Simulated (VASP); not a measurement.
# PbSe (P6_3/mmc) in VASP: notebook

PbSe is run at these levels: r2SCAN, PBE; tasks: single point, relaxation of cell and atoms.

Everything below comes from runs of VASP 6.6.1. Logs are shortened: lines on timing, memory, paths and dates and some standing lists are left out, and cuts for length are marked.

**1. The cell of the first run**

Symmetry: P6_3/mmc, No. 194, hexagonal system. Conventional cell: a = 4.274 Å, b = 4.274 Å, c = 7.555 Å, α = 90.00°, β = 90.00°, γ = 120.00°. Within 4.1 Å of Pb (site symmetry -3m) lie 6 Se at 3.11 Å and 2 Pb at 3.78 Å. Within 4.1 Å of Se (site symmetry -6m2) lie 6 Pb at 3.11 Å.

**2. Single point, r2SCAN**

Input file POSCAR:

```
PbSe
1.0
    4.2735454799      0.0000000000      0.0000000000
   -2.1367727399      3.7009989499      0.0000000000
    0.0000000000      0.0000000000      7.5550281280
Pb Se
2 2
Direct
    0.0000000000      0.0000000000      0.0000000000
    0.0000000000      0.0000000000      0.5000000000
    0.3333333333      0.6666666667      0.2500000000
    0.6666666667      0.3333333333      0.7500000000
```

Input file INCAR.step1:

```
PREC = Accurate ; ENCUT = 520
ISMEAR = -1 ; SIGMA = 0.02
LREAL = F ; LASPH = T
NELM = 60 ; NBANDS = 28
GGA = PE ; ALGO = Normal
EDIFF = 1E-4 ; LWAVE = T
LCHARG = F
```

Input file INCAR.step2:

```
PREC = Accurate ; ENCUT = 520
EDIFF = 1E-7 ; ISMEAR = -1
SIGMA = 0.02 ; LREAL = F
LASPH = T ; NELM = 60
ALGO = Normal ; ISIF = 2
LWAVE = F ; LCHARG = F
METAGGA = R2SCAN ; LMIXTAU = T
NBANDS = 28 ; ISTART = 1
```

Input file KPOINTS:

```
regular mesh
0
Gamma
  6 6 4
```

Potentials or basis: VASP PAW PBE potentials, release 64 (Pb_d, Se).

Launch:

```
> cat potpaw_PBE.64/Pb_d/POTCAR potpaw_PBE.64/Se/POTCAR > POTCAR
> cp INCAR.step1 INCAR
> mpirun -np 1 vasp_std > vasp.out
> cp INCAR.step2 INCAR
> mpirun -np 1 vasp_std > vasp.out
```

OUTCAR:

```text
PREC = Accurate
   ENCUT = 520
   EDIFF = 1E-7
   ISMEAR = -1
   LREAL = F
   LASPH = T
   NELM = 60
   ISIF = 2
   METAGGA = R2SCAN
   ISTART = 1

 ion  position               nearest neighbor table
   1  0.000  0.000  0.000-   3 3.11   4 3.11   4 3.11   3 3.11   4 3.11   3 3.11   2 3.78   2 3.78

   2  0.000  0.000  0.500-   3 3.11   4 3.11   4 3.11   3 3.11   4 3.11   3 3.11   1 3.78   1 3.78

   3  0.333  0.667  0.250-   1 3.11   2 3.11   1 3.11   2 3.11   1 3.11   2 3.11
   4  0.667  0.333  0.750-   1 3.11   2 3.11   1 3.11   2 3.11   1 3.11   2 3.11

  LATTYP: Found a hexagonal cell.
 ALAT       =     4.2735454799
 C/A-ratio  =     1.7678595357

  Lattice vectors:

 A1 = (   4.2735454799,   0.0000000000,   0.0000000000)
 A2 = (  -2.1367727399,   3.7009989499,   0.0000000000)
 A3 = (   0.0000000000,   0.0000000000,   7.5550281280)

Analysis of symmetry for initial positions (statically):
=====================================================================
 Subroutine PRICEL returns:
 Original cell was already a primitive cell.

 Routine SETGRP: Setting up the symmetry group for a
 hexagonal supercell.

 Subroutine GETGRP returns: Found 24 space group operations
 (whereof 12 operations were pure point group operations)
 out of a pool of 24 trial point group operations.

The static configuration has the point symmetry D_3d.
 The point group associated with its full space group is D_6h.

Analysis of symmetry for dynamics (positions and initial velocities):
=====================================================================
 Subroutine PRICEL returns:
 Original cell was already a primitive cell.

 Routine SETGRP: Setting up the symmetry group for a
 hexagonal supercell.

 Subroutine GETGRP returns: Found 24 space group operations
 (whereof 12 operations were pure point group operations)
 out of a pool of 24 trial point group operations.

The dynamic configuration has the point symmetry D_3d.
 The point group associated with its full space group is D_6h.

 Subroutine INISYM returns: Found 24 space group operations
 (whereof 12 operations are pure point group operations),
 and found     1 'primitive' translations

----------------------------------------------------------------------------------------

                                     Primitive cell

  volume of cell :     119.4933

  direct lattice vectors                    reciprocal lattice vectors
     4.273545480  0.000000000  0.000000000     0.233997744  0.135098660  0.000000000
    -2.136772740  3.700998950  0.000000000     0.000000000  0.270197321  0.000000000
     0.000000000  0.000000000  7.555028128     0.000000000  0.000000000  0.132362181

  length of vectors
     4.273545480  4.273545480  7.555028128     0.270197321  0.270197321  0.132362181

  position of ions in fractional coordinates (direct lattice)
     0.000000000  0.000000000  0.000000000
     0.000000000  0.000000000  0.500000000
     0.333333333  0.666666667  0.250000000
     0.666666667  0.333333333  0.750000000

  ion indices of the primitive-cell ions
   primitive index   ion index
                 1           1
                 2           2
                 3           3
                 4           4

----------------------------------------------------------------------------------------

 KPOINTS: regular mesh

Automatic generation of k-mesh.
 Grid dimensions read from file:
 generate k-points for:    6    6    4

 Generating k-lattice:

  Cartesian coordinates                     Fractional coordinates (reciprocal lattice)
     0.038999624  0.022516443  0.000000000     0.166666667  0.000000000  0.000000000
     0.000000000  0.045032887  0.000000000     0.000000000  0.166666667  0.000000000
     0.000000000  0.000000000  0.033090545     0.000000000  0.000000000  0.250000000

  Length of vectors
     0.045032887  0.045032887  0.033090545

  Shift w.r.t. Gamma in fractional coordinates (k-lattice)
     0.000000000  0.000000000  0.000000000

 Subroutine IBZKPT returns following result:
 ===========================================

 Found     21 irreducible k-points:

 Following reciprocal coordinates:
            Coordinates               Weight
  0.000000  0.000000  0.000000      1.000000
  0.166667 -0.000000  0.000000      6.000000
  0.333333 -0.000000  0.000000      6.000000
  0.500000 -0.000000  0.000000      3.000000
  0.166667  0.166667  0.000000      6.000000
  0.333333  0.166667  0.000000     12.000000
[... 13 lines left out ...]
  0.333333  0.166667  0.500000     12.000000
  0.333333  0.333333  0.500000      2.000000
   k-points           NKPTS =     21   k-points in BZ     NKDIM =     21   number of bands    NBANDS=     28
   number of dos      NEDOS =    301   number of ions     NIONS =      4
   total plane-waves  NPLWV =  57344
   dimension x,y,z NGX =    32 NGY =   32 NGZ =   56
   dimension x,y,z NGXF=    64 NGYF=   64 NGZF=  112
   ions per type =               2   2
   NGX,Y,Z   is equivalent  to a cutoff of  12.45, 12.45, 12.32 a.u.
   NGXF,Y,Z  is equivalent  to a cutoff of  24.90, 24.90, 24.65 a.u.
 SYSTEM =  unknown system
   PREC   = accura    normal or accurate (medium, high low for compatibility)
   ISTART =      1    job   : 0-new  1-cont  2-samecut
   ICHARG =      0    charge: 1-file 2-atom 10-const
   ISPIN  =      1    spin polarized calculation?
   LNONCOLLINEAR =      F non collinear calculations
   LSORBIT =      F    spin-orbit coupling
   LASPH  =      T    aspherical Exc in radial PAW
   ENCUT  =  520.0 eV  38.22 Ry    6.18 a.u.   7.95  7.95 14.05*2*pi/ulx,y,z
   NELM   =     60;   NELMIN=  2; NELMDL=  0     # of ELM steps
   EDIFF  = 0.1E-06   stopping-criterion for ELM
   LREAL  =      F    real-space projection
   EDIFFG = 0.1E-05   stopping-criterion for IOM
   NSW    =      0    number of steps for IOM
   IBRION =     -1    ionic relax: 0-MD 1-quasi-New 2-CG
   NFREE  =      0    steps in history (QN), initial steepest desc. (CG)
   ISIF   =      2    stress and relaxation
   ISYM   =      2    0-nonsym 1-usesym 2-fastsym
   POTIM  = 0.5000    time-step for ionic-motion
   TEBEG  =    0.0;   TEEND  =   0.0 temperature during run
   PSTRESS=    0.0 pullay stress
   NELECT =      40.0000    total number of electrons
   NUPDOWN=      -1.0000    fix difference up-down
   EMIN   =  10.00;   EMAX   =-10.00  energy-range for DOS
   EFERMI =   0.00;   METHOD = LEGACY
   ISMEAR =    -1;   SIGMA  =   0.02  broadening in eV -4-tet -1-fermi 0-gaus
   EFERMI_NEDOS =   21; number of points for ismear=-14 and -15
   IALGO  =     38    algorithm
   IMIX   =      4    mixing-type and parameters
     AMIX     =   0.40;   BMIX     =  1.00
     AMIX_MAG =   1.60;   BMIX_MAG =  1.00
  volume/ion in A,a.u.               =      29.87       201.60
  Fermi-wavevector in a.u.,A,eV,Ry     =   1.136703  2.148057 17.580005  1.292094
  Thomas-Fermi vector in A             =   2.273408
   LORBIT       =      0    0 simple, 1 ext, 2 COOP (PROOUT), +10 PAW based schemes
   METAGGA = R2SCAN    functional components
   LHFCALC =     F    Hartree Fock is set to
   AEXX    =    0.0000 exact exchange contribution
   IVDW    =     0    specifies the selected vdW correction
   LEPSILON=     F    determine dielectric tensor
   LRPA    =     F    only Hartree local field effects (RPA)
 non-spin polarized calculation
  energy-cutoff  :      520.00
  volume of cell :      119.49
 maximum number of plane-waves:      3246
 NGX is ok and might be reduce to    32
   NGX = 15   NGY = 15   NGZ = 29

 number of electron      40.0000003 magnetization

 Free energy of the ion-electron system (eV)
  ---------------------------------------------------
  ext. energy  EPLUGINS =         0.00000000
  ---------------------------------------------------
  free energy    TOTEN  =      -143.65825996 eV

  energy without entropy =     -143.65813067  energy(sigma->0) =     -143.65819532

 E-fermi :   4.9512     XC(G=0):  -9.8497

 val. band max:        4.8942331356   @ k =   0.0000   0.0000   0.0000
 cond. band min:       5.0129039189   @ k =   0.0000   0.0000   0.0000
 fundamental gap:      0.1186707833
 Fermi energy:         4.9512023476

 k-point     1 :       0.0000    0.0000    0.0000
  band No.  band energies     occupation
      1     -13.1111      2.00000
      2     -13.0638      2.00000
      3     -13.0638      2.00000
      4     -13.0468      2.00000
      5     -13.0468      2.00000
      6     -13.0390      2.00000
[... 20 lines left out ...]
     27      10.4187      0.00000
     28      12.1792      0.00000

 k-point     2 :       0.1667   -0.0000    0.0000
  band No.  band energies     occupation
      1     -13.1068      2.00000
      2     -13.0853      2.00000
      3     -13.0582      2.00000
      4     -13.0497      2.00000
      5     -13.0441      2.00000
      6     -13.0373      2.00000
[... 20 lines left out ...]
     27      10.4479      0.00000
     28      11.2829      0.00000

 k-point     3 :       0.3333   -0.0000    0.0000
  band No.  band energies     occupation
      1     -13.1329      2.00000
      2     -13.0979      2.00000
      3     -13.0575      2.00000
      4     -13.0567      2.00000
      5     -13.0480      2.00000
      6     -13.0209      2.00000
[... 20 lines left out ...]
     27      10.2739      0.00000
     28      12.8645      0.00000

 k-point     4 :       0.5000   -0.0000    0.0000
  band No.  band energies     occupation
      1     -13.1559      2.00000
      2     -13.0949      2.00000
      3     -13.0621      2.00000
      4     -13.0582      2.00000
      5     -13.0487      2.00000
      6     -13.0159      2.00000
[... 20 lines left out ...]
     27      10.4101      0.00000
     28      12.2050      0.00000

 k-point     5 :       0.1667    0.1667    0.0000
  band No.  band energies     occupation
      1     -13.1139      2.00000
      2     -13.1002      2.00000
      3     -13.0625      2.00000
      4     -13.0506      2.00000
      5     -13.0461      2.00000
      6     -13.0278      2.00000
[... 20 lines left out ...]
     27      10.2296      0.00000
     28      11.9763      0.00000

 k-point     6 :       0.3333    0.1667    0.0000
  band No.  band energies     occupation
      1     -13.1385      2.00000
      2     -13.0935      2.00000
      3     -13.0734      2.00000
      4     -13.0517      2.00000
      5     -13.0446      2.00000
      6     -13.0194      2.00000
[... 370 lines left out ...]
      5     -13.0311      2.00000
      6     -13.0311      2.00000
[... 20 lines left out ...]
     27      11.9700      0.00000
     28      11.9700      0.00000

 k-point    19 :       0.1667    0.1667    0.5000
  band No.  band energies     occupation
      1     -13.0772      2.00000
      2     -13.0772      2.00000
      3     -13.0431      2.00000
      4     -13.0431      2.00000
      5     -13.0345      2.00000
      6     -13.0345      2.00000
[... 20 lines left out ...]
     27      11.0188      0.00000
     28      11.0188      0.00000

 k-point    20 :       0.3333    0.1667    0.5000
  band No.  band energies     occupation
      1     -13.0930      2.00000
      2     -13.0930      2.00000
      3     -13.0412      2.00000
      4     -13.0412      2.00000
      5     -13.0373      2.00000
      6     -13.0373      2.00000
[... 20 lines left out ...]
     27      11.5817      0.00000
     28      11.5817      0.00000

 k-point    21 :       0.3333    0.3333    0.5000
  band No.  band energies     occupation
      1     -13.0879      2.00000
      2     -13.0879      2.00000
      3     -13.0482      2.00000
      4     -13.0482      2.00000
      5     -13.0264      2.00000
      6     -13.0264      2.00000
[... 20 lines left out ...]
     27      12.2348      0.00000
     28      12.2348      0.00000

------------------------ aborting loop because EDIFF is reached ----------------------------------------

  FORCE on cell =-STRESS in cart. coord.  units (eV):
  Direction    XX          YY          ZZ          XY          YZ          ZX
  --------------------------------------------------------------------------------------
  -------------------------------------------------------------------------------------
  Total       -0.0088526     -0.0088526     -0.0061944     -0.0000000      0.0000000      0.0000000
  in kB       -0.1186964     -0.1186964     -0.0830551     -0.0000000      0.0000000      0.0000000
  external PRESSURE =      -0.1068160 kB  Pullay stress =       0.0000000 kB

 VOLUME and BASIS-vectors are now :
 -----------------------------------------------------------------------------
  energy-cutoff  :      520.00
  volume of cell :      119.49
      direct lattice vectors                 reciprocal lattice vectors
     4.273545480  0.000000000  0.000000000     0.233997744  0.135098660  0.000000000
    -2.136772740  3.700998950  0.000000000     0.000000000  0.270197321  0.000000000
     0.000000000  0.000000000  7.555028128     0.000000000  0.000000000  0.132362181

 POSITION                                       TOTAL-FORCE (eV/Angst)
 -----------------------------------------------------------------------------------
      0.00000      0.00000      0.00000        -0.000000      0.000000      0.000000
      0.00000      0.00000      3.77751        -0.000000      0.000000      0.000000
     -0.00000      2.46733      1.88876        -0.000000      0.000000     -0.000000
      2.13677      1.23367      5.66627         0.000000      0.000000      0.000000
 -----------------------------------------------------------------------------------
    total drift:                                0.000000     -0.000000      0.000000

  FREE ENERGIE OF THE ION-ELECTRON SYSTEM (eV)
  ---------------------------------------------------
  free  energy   TOTEN  =      -143.6582599630 eV

  energy  without entropy=     -143.6581306712  energy(sigma->0) =     -143.65819532
```

Wall time 2.1 min (1 thread of Intel Xeon 6975P-C (Granite Rapids), shared host); peak memory 0.27 GiB.

Results:

```yaml
Free_energy: -143.6583 eV
Pressure: 0.0 GPa
Band_gap_on_the_k_mesh: 0.12 eV
```

Caveat: the PAW data sets were made with another functional, which shifts forces and pressure a little; spin-orbit coupling is left out, which moves the levels of the heavy elements. A k mesh can miss the band edges.

**3. Relaxation of cell and atoms, PBE**

This run uses another cell than the first one, of 22.30 Å³/atom.

Input file INCAR:

```
SYSTEM = PbSe
ALGO = Normal
EDIFF = 1E-6
EDIFFG = -0.005
ENCUT = 600
GGA = PE
IBRION = 2
ISIF = 3
ISMEAR = -1
LASPH = .True.
LCHARG = .False.
LREAL = .False.
LWAVE = .False.
NELM = 60
NSW = 80
PREC = Accurate
SIGMA = 0.02
```

Input file KPOINTS:

```
k-points
0
Gamma
  6 6 4
  0 0 0
```

Input file POSCAR:

```
PbSe
1.0
    3.9832697400      0.0000000000      0.0000000000
   -1.9916348700      3.4496127850      0.0000000000
    0.0000000000      0.0000000000      6.4927296762
Pb Se
2 2
Direct
    0.0000000000      0.0000000000      0.0000000000
    0.0000000000      0.0000000000      0.5000000000
    0.3333333333      0.6666666667      0.2500000000
    0.6666666667      0.3333333333      0.7500000000
```

Potentials or basis: VASP PAW PBE potentials, release 64 (Pb_d, Se).

Launch:

```
> cat potpaw_PBE.64/Pb_d/POTCAR potpaw_PBE.64/Se/POTCAR > POTCAR
> mpirun -np 1 vasp_std > vasp.out
```

Wall time 2.3 min (1 thread of Intel Xeon 6975P-C (Granite Rapids), shared host); peak memory 0.25 GiB.

It converged, with:

* Free energy: -16.1957 eV
* Relaxed volume: 30.44 Å³/atom
* Relaxed cell: a = 4.308 Å, b = 4.308 Å, c = 7.576 Å, α = 90.00°, β = 90.00°, γ = 120.00°
* Space group after relaxing (to 0.1 Å): P6_3/mmc (No. 194)
* Energy gained by relaxing: 590.3 meV/atom
* Ionic steps: 8
* Pressure after relaxing: 0.0 GPa
* Band gap on the k mesh: 0.08 eV (least direct gap 0.14 eV)

Step by step:
```csv
step,energy change (eV),largest force (eV/Å),pressure (GPa),volume (Å³)
1,0.0000,0.0000,29.04,89.21
2,-1.6588,0.0000,-6.09,152.17
3,-2.3348,0.0000,-0.04,122.76
4,-2.3344,0.0000,-0.32,123.50
5,-2.3487,0.0000,-0.33,123.28
6,-2.3602,0.0000,-0.36,122.78
7,-2.3610,0.0000,0.22,121.20
8,-2.3613,0.0000,0.00,121.78
```

Final structure:
```
CELL_PARAMETERS angstrom
4.30818 0.00000 0.00000
-2.15409 3.73099 0.00000
0.00000 0.00000 7.57610
ATOMIC_POSITIONS crystal
Pb 0.00000 0.00000 0.00000
Pb 0.00000 0.00000 0.50000
Se 0.33333 0.66667 0.25000
Se 0.66667 0.33333 0.75000
```

Levels at points of the mesh, in eV from the valence-band top:
| k point | band 17 | band 18 | band 19 | band 20 | band 21 | band 22 | band 23 | band 24 |
| --- | --- | --- | --- | --- | --- | --- | --- | --- |
| (0.00, 0.00, 0.00) | -1.82 | -1.37 | -1.37 | -0.05 | 0.09 | 2.86 | 2.86 | 2.94 |
| (0.50, 0.00, 0.00) | -2.97 | -1.51 | -1.46 | -0.95 | 0.08 | 1.54 | 2.47 | 3.71 |
| (0.00, 0.00, 0.50) | -1.59 | -1.59 | -1.54 | -1.54 | 2.32 | 2.32 | 2.79 | 2.79 |
| (0.50, 0.00, 0.50) | -2.60 | -2.60 | -2.40 | -2.40 | 2.40 | 2.40 | 2.75 | 2.75 |

Caveat: the volume moved by over 15 % at a fixed basis, so the end points are rough; spin-orbit coupling is left out, which moves the levels of the heavy elements. A k mesh can miss the band edges.

**4. Single point, PBE**

Input file INCAR:

```
ALGO = Normal
EDIFF = 1E-7
ENCUT = 520
GGA = PE
ISIF = 2
ISMEAR = -1
LASPH = T
LCHARG = T
LELF = T
LREAL = F
LVHAR = T
LWAVE = F
NBANDS = 28
NELM = 60
PREC = Accurate
SIGMA = 0.02
```

Input file KPOINTS:

```
k-points
0
Gamma
  12 12 4
```

Input file POSCAR:

```
PbSe
1.0
    4.2735454799      0.0000000000      0.0000000000
   -2.1367727399      3.7009989499      0.0000000000
    0.0000000000      0.0000000000      7.5550281280
Pb Se
2 2
Direct
    0.0000000000      0.0000000000      0.0000000000
    0.0000000000      0.0000000000      0.5000000000
    0.3333333333      0.6666666667      0.2500000000
    0.6666666667      0.3333333333      0.7500000000
```

Launch:

```
> cat potpaw_PBE.64/Pb_d/POTCAR potpaw_PBE.64/Se/POTCAR > POTCAR
> mpirun -np 1 vasp_std > vasp.out
```

Run time: 78 s. Hardware: 1 thread of Intel Xeon 6975P-C (Granite Rapids), shared host; peak memory 0.33 GiB.

Results (log left out):

- Free energy: -16.1955 eV
- Pressure: 0.9 GPa
- Band gap on the k mesh: 0.03 eV (least direct gap 0.19 eV)

Stress tensor (GPa, compression positive):
```
0.90 0.00 0.00
0.00 0.90 0.00
0.00 0.00 0.99
```

Levels at points of the mesh, in eV from the valence-band top:
| k point | band 18 | band 19 | band 20 | band 21 | band 22 | band 23 |
| --- | --- | --- | --- | --- | --- | --- |
| (0.00, 0.00, 0.00) | -1.43 | -1.43 | -0.06 | 0.13 | 2.86 | 2.86 |
| (0.50, 0.00, 0.00) | -1.58 | -1.52 | -0.99 | 0.03 | 1.51 | 2.41 |
| (0.00, 0.00, 0.50) | -1.65 | -1.58 | -1.58 | 2.33 | 2.33 | 2.80 |
| (0.50, 0.00, 0.50) | -2.71 | -2.49 | -2.49 | 2.37 | 2.37 | 2.74 |

Caveat: spin-orbit coupling is left out, which moves the levels of the heavy elements.

**5. Summary**

```tsv
task	level	cell	k mesh	cutoff (eV)	gap on the mesh (eV)	pressure (GPa)
single point	r2SCAN	a = 4.274, b = 4.274, c = 7.555 Å, angles 90.0, 90.0, 120.0°, 4 atoms	6 × 6 × 4	520	0.12	0.0
relaxation of cell and atoms	PBE	relaxed from a = 3.983, b = 3.983, c = 6.493 Å, angles 90.0, 90.0, 120.0°, 4 atoms	6 × 6 × 4	600	0.08	0.0
single point	PBE	a = 4.274, b = 4.274, c = 7.555 Å, angles 90.0, 90.0, 120.0°, 4 atoms	12 × 12 × 4	520	0.03	0.9
```

Alike in all rows: potentials or basis VASP PAW PBE potentials, release 64 (Pb_d, Se); no spin polarisation; smearing fermi-dirac 0.02 eV.

Caveats: spin-orbit coupling is left out, which moves the levels of the heavy elements; the PAW data sets were made with another functional, which shifts forces and pressure a little (at least some runs); the volume moved by over 15 % at a fixed basis, so the end points are rough (at least some runs).

Total energies depend on the potentials used, so only differences within one code and one set of settings carry meaning.
